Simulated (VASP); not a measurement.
# Cu (P6_3/mmc) in VASP: further runs

Cu is run at these levels: PBEsol; tasks: single point.

Everything below comes from runs of VASP 6.6.1. Logs are shortened: lines on timing, memory, paths and dates and some standing lists are left out, and cuts for length are marked.

**1. The cell of the first run**

The structure is hexagonal, space group P6_3/mmc (No. 194). The conventional cell has a = 2.548 Å, b = 2.548 Å, c = 8.317 Å, α = 90.00°, β = 90.00°, γ = 120.00°. Cu (site symmetry -6m2) has 12 Cu at 2.55 Å within 3.4 Å. Cu (site symmetry -3m) has 12 Cu at 2.55 Å within 3.4 Å.

This isn't the form of Cu at room conditions, which is fcc.

**2. Single point, PBEsol (11.69 Å³/atom)**

The input, INCAR:

```
SYSTEM = Cu
ALGO = Normal ; EDIFF = 1E-7
ENCUT = 520 ; GGA = PS
ISIF = 2 ; ISMEAR = -1
LASPH = .True. ; LCHARG = .False.
LREAL = .False. ; LWAVE = .False.
NBANDS = 30 ; NELM = 100
PREC = Accurate ; SIGMA = 0.05
```

The input, KPOINTS:

```
k-points
0
Gamma
  12 12 4
  0 0 0
```

The input, POSCAR:

```
Cu
1.0
    2.5475245418      0.0000000000      0.0000000000
   -1.2737622710      2.2062209700      0.0000000000
    0.0000000000      0.0000000000      8.3165306817
Cu
4
Direct
    0.6666666667      0.3333333333      0.7500000000
    0.0000000000      0.0000000000      0.5000000000
    0.3333333333      0.6666666667      0.2500000000
    0.0000000000      0.0000000000      0.0000000000
```

Potentials or basis: VASP PAW PBE potentials, release 64 (Cu).

Started as:

```console
cat potpaw_PBE.64/Cu/POTCAR > POTCAR
mpirun -np 1 vasp_std > vasp.out
```

OUTCAR:

```text
SYSTEM = Cu
   EDIFF = 1E-7
   ENCUT = 520
   GGA = PS
   ISIF = 2
   ISMEAR = -1
   LASPH = .True.
   LREAL = .False.
   NELM = 100
   PREC = Accurate

 ion  position               nearest neighbor table
   1  0.667  0.333  0.750-   2 2.55   4 2.55   2 2.55   4 2.55   2 2.55   4 2.55
   2  0.000  0.000  0.500-   1 2.55   3 2.55   1 2.55   3 2.55   1 2.55   3 2.55
   3  0.333  0.667  0.250-   2 2.55   4 2.55   2 2.55   4 2.55   2 2.55   4 2.55
   4  0.000  0.000  0.000-   1 2.55   3 2.55   1 2.55   3 2.55   1 2.55   3 2.55

  LATTYP: Found a hexagonal cell.
 ALAT       =     2.5475245418
 C/A-ratio  =     3.2645537051

  Lattice vectors:

 A1 = (   2.5475245418,   0.0000000000,   0.0000000000)
 A2 = (  -1.2737622710,   2.2062209700,   0.0000000000)
 A3 = (   0.0000000000,   0.0000000000,   8.3165306817)

Analysis of symmetry for initial positions (statically):
=====================================================================
 Subroutine PRICEL returns:
 Original cell was already a primitive cell.

 Routine SETGRP: Setting up the symmetry group for a
 hexagonal supercell.

 Subroutine GETGRP returns: Found 24 space group operations
 (whereof 12 operations were pure point group operations)
 out of a pool of 24 trial point group operations.

The static configuration has the point symmetry D_3d.
 The point group associated with its full space group is D_6h.

Analysis of symmetry for dynamics (positions and initial velocities):
=====================================================================
 Subroutine PRICEL returns:
 Original cell was already a primitive cell.

 Routine SETGRP: Setting up the symmetry group for a
 hexagonal supercell.

 Subroutine GETGRP returns: Found 24 space group operations
 (whereof 12 operations were pure point group operations)
 out of a pool of 24 trial point group operations.

The dynamic configuration has the point symmetry D_3d.
 The point group associated with its full space group is D_6h.

 Subroutine INISYM returns: Found 24 space group operations
 (whereof 12 operations are pure point group operations),
 and found     1 'primitive' translations

----------------------------------------------------------------------------------------

                                     Primitive cell

  volume of cell :      46.7422

  direct lattice vectors                    reciprocal lattice vectors
     2.547524542  0.000000000  0.000000000     0.392537926  0.226631877  0.000000000
    -1.273762271  2.206220970  0.000000000     0.000000000  0.453263754  0.000000000
     0.000000000  0.000000000  8.316530682     0.000000000  0.000000000  0.120242447

  length of vectors
     2.547524542  2.547524542  8.316530682     0.453263754  0.453263754  0.120242447

  position of ions in fractional coordinates (direct lattice)
     0.666666667  0.333333333  0.750000000
     0.000000000  0.000000000  0.500000000
     0.333333333  0.666666667  0.250000000
     0.000000000  0.000000000  0.000000000

  ion indices of the primitive-cell ions
   primitive index   ion index
                 1           1
                 2           2
                 3           3
                 4           4

----------------------------------------------------------------------------------------

 KPOINTS: k-points

Automatic generation of k-mesh.
 Grid dimensions read from file:
 generate k-points for:   12   12    4

 Generating k-lattice:

  Cartesian coordinates                     Fractional coordinates (reciprocal lattice)
     0.032711494  0.018885990  0.000000000     0.083333333 -0.000000000  0.000000000
     0.000000000  0.037771980  0.000000000     0.000000000  0.083333333  0.000000000
     0.000000000  0.000000000  0.030060612     0.000000000  0.000000000  0.250000000

  Length of vectors
     0.037771980  0.037771980  0.030060612

  Shift w.r.t. Gamma in fractional coordinates (k-lattice)
     0.000000000  0.000000000  0.000000000

 Subroutine IBZKPT returns following result:
 ===========================================

 Found     57 irreducible k-points:

 Following reciprocal coordinates:
            Coordinates               Weight
  0.000000  0.000000  0.000000      1.000000
  0.083333  0.000000  0.000000      6.000000
  0.166667 -0.000000  0.000000      6.000000
  0.250000 -0.000000  0.000000      6.000000
  0.333333 -0.000000  0.000000      6.000000
  0.416667  0.000000  0.000000      6.000000
[... 16 lines left out ...]
  0.250000 -0.000000  0.250000     12.000000
  0.333333 -0.000000  0.250000     12.000000
 [... further k-points ...]
   k-points           NKPTS =     57   k-points in BZ     NKDIM =     57   number of bands    NBANDS=     30
   number of dos      NEDOS =    301   number of ions     NIONS =      4
   total plane-waves  NPLWV =  25600
   dimension x,y,z NGX =    20 NGY =   20 NGZ =   64
   dimension x,y,z NGXF=    40 NGYF=   40 NGZF=  128
   ions per type =               4
   NGX,Y,Z   is equivalent  to a cutoff of  13.05, 13.05, 12.79 a.u.
   NGXF,Y,Z  is equivalent  to a cutoff of  26.10, 26.10, 25.59 a.u.
 SYSTEM =  Cu
   PREC   = accura    normal or accurate (medium, high low for compatibility)
   ISTART =      0    job   : 0-new  1-cont  2-samecut
   ICHARG =      2    charge: 1-file 2-atom 10-const
   ISPIN  =      1    spin polarized calculation?
   LNONCOLLINEAR =      F non collinear calculations
   LSORBIT =      F    spin-orbit coupling
   LASPH  =      T    aspherical Exc in radial PAW
   ENCUT  =  520.0 eV  38.22 Ry    6.18 a.u.   4.74  4.74 15.46*2*pi/ulx,y,z
   NELM   =    100;   NELMIN=  2; NELMDL= -5     # of ELM steps
   EDIFF  = 0.1E-06   stopping-criterion for ELM
   LREAL  =      F    real-space projection
   EDIFFG = 0.1E-05   stopping-criterion for IOM
   NSW    =      0    number of steps for IOM
   IBRION =     -1    ionic relax: 0-MD 1-quasi-New 2-CG
   NFREE  =      0    steps in history (QN), initial steepest desc. (CG)
   ISIF   =      2    stress and relaxation
   ISYM   =      2    0-nonsym 1-usesym 2-fastsym
   POTIM  = 0.5000    time-step for ionic-motion
   TEBEG  =    0.0;   TEEND  =   0.0 temperature during run
   PSTRESS=    0.0 pullay stress
   NELECT =      44.0000    total number of electrons
   NUPDOWN=      -1.0000    fix difference up-down
   EMIN   =  10.00;   EMAX   =-10.00  energy-range for DOS
   EFERMI =   0.00;   METHOD = LEGACY
   ISMEAR =    -1;   SIGMA  =   0.05  broadening in eV -4-tet -1-fermi 0-gaus
   EFERMI_NEDOS =   21; number of points for ismear=-14 and -15
   IALGO  =     38    algorithm
   IMIX   =      4    mixing-type and parameters
     AMIX     =   0.40;   BMIX     =  1.00
     AMIX_MAG =   1.60;   BMIX_MAG =  1.00
  volume/ion in A,a.u.               =      11.69        78.86
  Fermi-wavevector in a.u.,A,eV,Ry     =   1.604436  3.031945 35.024341  2.574216
  Thomas-Fermi vector in A             =   2.700941
   LORBIT       =      0    0 simple, 1 ext, 2 COOP (PROOUT), +10 PAW based schemes
   GGA     = PS    functional components
   LHFCALC =     F    Hartree Fock is set to
   AEXX    =    0.0000 exact exchange contribution
   IVDW    =     0    specifies the selected vdW correction
   LEPSILON=     F    determine dielectric tensor
   LRPA    =     F    only Hartree local field effects (RPA)
 non-spin polarized calculation
  energy-cutoff  :      520.00
  volume of cell :       46.74
 maximum number of plane-waves:      1279
 NGX is ok and might be reduce to    20
   NGX =  9   NGY =  9   NGZ = 31

 number of electron      44.0000006 magnetization

 Free energy of the ion-electron system (eV)
  ---------------------------------------------------
  ext. energy  EPLUGINS =         0.00000000
  ---------------------------------------------------
  free energy    TOTEN  =       -17.19507508 eV

  energy without entropy =      -17.18200036  energy(sigma->0) =      -17.18853772

 E-fermi :   7.4345     XC(G=0): -12.9696

 val. band max:        7.4044491509   @ k =   0.4167   0.0833   0.5000
 cond. band min:       7.5538640369   @ k =   0.5000  -0.0000   0.5000
 fundamental gap:      0.1494148860
 Fermi energy:         7.4344588475

 k-point     1 :       0.0000    0.0000    0.0000
  band No.  band energies     occupation
      1      -1.9381      2.00000
      2       0.1939      2.00000
      3       0.2085      2.00000
      4       2.3796      2.00000
      5       4.2174      2.00000
      6       4.2198      2.00000
[... 22 lines left out ...]
     29      29.4894      0.00000
     30      29.4920      0.00000

 k-point     2 :       0.0833    0.0000    0.0000
  band No.  band energies     occupation
      1      -1.7120      2.00000
      2       0.3957      2.00000
      3       0.4099      2.00000
      4       2.5129      2.00000
      5       4.1143      2.00000
      6       4.1657      2.00000
[... 22 lines left out ...]
     29      27.5058      0.00000
     30      27.5557      0.00000

 k-point     3 :       0.1667   -0.0000    0.0000
  band No.  band energies     occupation
      1      -1.0492      2.00000
      2       0.9642      2.00000
      3       0.9772      2.00000
      4       2.8547      2.00000
      5       3.9246      2.00000
      6       4.0411      2.00000
[... 22 lines left out ...]
     29      23.7953      0.00000
     30      23.8431      0.00000

 k-point     4 :       0.2500   -0.0000    0.0000
  band No.  band energies     occupation
      1      -0.0090      2.00000
      2       1.7413      2.00000
      3       1.7520      2.00000
      4       3.1801      2.00000
      5       3.7783      2.00000
      6       3.7951      2.00000
[... 22 lines left out ...]
     29      21.6334      0.00000
     30      21.7801      0.00000

 k-point     5 :       0.3333   -0.0000    0.0000
  band No.  band energies     occupation
      1       1.2408      2.00000
      2       2.3416      2.00000
      3       2.3625      2.00000
      4       3.1906      2.00000
      5       3.5328      2.00000
      6       3.6805      2.00000
[... 22 lines left out ...]
     29      21.9215      0.00000
     30      21.9928      0.00000
[... 526 lines left out ...]
     29      26.8272      0.00000
     30      27.6501      0.00000

 k-point    22 :       0.1667   -0.0000    0.2500
  band No.  band energies     occupation
      1      -0.9121      2.00000
      2       0.1390      2.00000
      3       1.8530      2.00000
      4       2.7988      2.00000
      5       3.9085      2.00000
      6       4.0662      2.00000
[... 22 lines left out ...]
     29      23.8781      0.00000
     30      24.9659      0.00000

 k-point    23 :       0.2500   -0.0000    0.2500
  band No.  band energies     occupation
      1       0.1151      2.00000
      2       1.0455      2.00000
      3       2.4478      2.00000
      4       3.1573      2.00000
      5       3.6942      2.00000
      6       3.7149      2.00000
[... 22 lines left out ...]
     29      21.2820      0.00000
     30      23.5746      0.00000

 k-point    24 :       0.3333   -0.0000    0.2500
  band No.  band energies     occupation
      1       1.3302      2.00000
      2       1.9482      2.00000
      3       2.7215      2.00000
      4       3.1846      2.00000
      5       3.4395      2.00000
      6       3.5270      2.00000
[... 22 lines left out ...]
     29      20.0772      0.00000
     30      20.8455      0.00000

 [... further k-points ...]

------------------------ aborting loop because EDIFF is reached ----------------------------------------

  FORCE on cell =-STRESS in cart. coord.  units (eV):
  Direction    XX          YY          ZZ          XY          YZ          ZX
  --------------------------------------------------------------------------------------
  -------------------------------------------------------------------------------------
  Total       -1.1535643     -1.1535643     -1.3017586      0.0000000     -0.0000000      0.0000000
  in kB      -39.5405610    -39.5405610    -44.6201935      0.0000000     -0.0000000      0.0000000
  external PRESSURE =     -41.2337718 kB  Pullay stress =       0.0000000 kB

 VOLUME and BASIS-vectors are now :
 -----------------------------------------------------------------------------
  energy-cutoff  :      520.00
  volume of cell :       46.74
      direct lattice vectors                 reciprocal lattice vectors
     2.547524542  0.000000000  0.000000000     0.392537926  0.226631877  0.000000000
    -1.273762271  2.206220970  0.000000000     0.000000000  0.453263754  0.000000000
     0.000000000  0.000000000  8.316530682     0.000000000  0.000000000  0.120242447

 POSITION                                       TOTAL-FORCE (eV/Angst)
 -----------------------------------------------------------------------------------
      1.27376      0.73541      6.23740         0.000000     -0.000000      0.000000
      0.00000      0.00000      4.15827        -0.000000      0.000000      0.000000
     -0.00000      1.47081      2.07913        -0.000000      0.000000     -0.000000
      0.00000      0.00000      0.00000        -0.000000      0.000000      0.000000
 -----------------------------------------------------------------------------------
    total drift:                                0.000000     -0.000000      0.000000

  FREE ENERGIE OF THE ION-ELECTRON SYSTEM (eV)
  ---------------------------------------------------
  free  energy   TOTEN  =       -17.1950750837 eV

  energy  without entropy=      -17.1820003638  energy(sigma->0) =      -17.18853772
```

Wall time 2.5 min (1 thread of Intel Xeon 8259CL, shared host); peak memory 0.2 GiB.

Results:

```yaml
Free_energy: -17.1951 eV
Pressure: -4.1 GPa
Band_gap_on_the_k_mesh: zero (bands 22 and 23 overlap by 5.15 eV)
```

Stress tensor (GPa, compression positive):
```
-3.95  0.00  0.00
 0.00 -3.95  0.00
 0.00  0.00 -4.46
```

Caveat: the cell stands under tension; the PAW data sets were made with another functional, which shifts forces and pressure a little.

(Part 1 of 2 ends here.)

The gap in the log of VASP goes by the Fermi energy; the results here count the filled bands.